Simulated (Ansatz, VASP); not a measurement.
# MgO: VASP beside Ansatz

INCAR

```
ALGO = Normal ; EDIFF = 1E-7
ENCUT = 520 ; GGA = PS
ISIF = 2 ; ISMEAR = 0
LASPH = T ; LCHARG = T
LELF = T ; LREAL = F
LVHAR = T ; LWAVE = F
NBANDS = 16 ; NELM = 80
PREC = Accurate ; SIGMA = 0.05
```

Contents of KPOINTS:

```
k-points
0
Gamma
  9 9 6
```

File POSCAR:

```
MgO
1.0
    3.2817469438      0.0000000000      0.0000000000
   -1.6408734719      2.8420762221      0.0000000000
    0.0000000000      0.0000000000      5.0860514134
Mg O
2 2
Direct
    0.3333333333      0.6666666667      0.0154725274
    0.6666666667      0.3333333333      0.5154725274
    0.3333333333      0.6666666667      0.4009416620
    0.6666666667      0.3333333333      0.9009416620
```

Input for Ansatz:

```yaml
crystal:
  lattice:
    - [3.2817469438, 0.0, 0.0]
    - [-1.6408734719, 2.8420762221, 0.0]
    - [0.0, 0.0, 5.0860514134]
  atoms:
    - { symbol: Mg, position: [0.3333333333, 0.6666666667, 0.0154725274] }
    - { symbol: Mg, position: [0.6666666667, 0.3333333333, 0.5154725274] }
    - { symbol: O, position: [0.3333333333, 0.6666666667, 0.400941662] }
    - { symbol: O, position: [0.6666666667, 0.3333333333, 0.900941662] }
basis:
  ecutwfc: 520.0
kpoints:
  mp_grid: { grid: [9, 9, 6] }
hamiltonian:
  xc: pbesol
  pseudopotentials: { kind: paw, azcp: { folder: soft_1 } }
scf:
  occupations: { method: gaussian, width: 0.05 }
output:
  forces: true
  stress: true
  eigenvalues: true
```

Alike in both runs: task single point; functional PBEsol; k mesh 9 × 9 × 6; occupations gaussian, width 0.05 eV; no spin polarisation.

|  | VASP | Ansatz |
| --- | --- | --- |
| version | VASP 6.6.1 | Ansatz 0.2.0 |
| potentials or method | VASP PAW PBE potentials, release 64 (Mg, O), cutoff 520 eV | scalar-relativistic, plane waves, PAW |
| valence electrons in the cell | 16 | 32 |

Ansatz gave:

```
gap on the k mesh at the Fermi level (eV)                     : 3.48
least direct gap on the mesh (eV)                             : 3.48
pressure (GPa)                                                : 0.5
traceless stress, the component that is largest in VASP (GPa) : 1.54
rms of the force components (eV/Å)                            : 0.137
```

**Question.** Which values does VASP return?

**Answer.** gap on the k mesh at the Fermi level (eV): 3.47; least direct gap on the mesh (eV): 3.47; pressure (GPa): 0.2; traceless stress, the component that is largest in VASP (GPa): 1.59; rms of the force components (eV/Å): 0.139.

VASP's potentials were made for PBE, not for PBEsol, and Ansatz warns of the same on its side. Atom by atom the forces differ by 0.001 eV/Å (rms over components). VASP's potentials hold 16 valence electrons a cell and Ansatz's 32, so a difference there can come from the potentials and not from the codes.
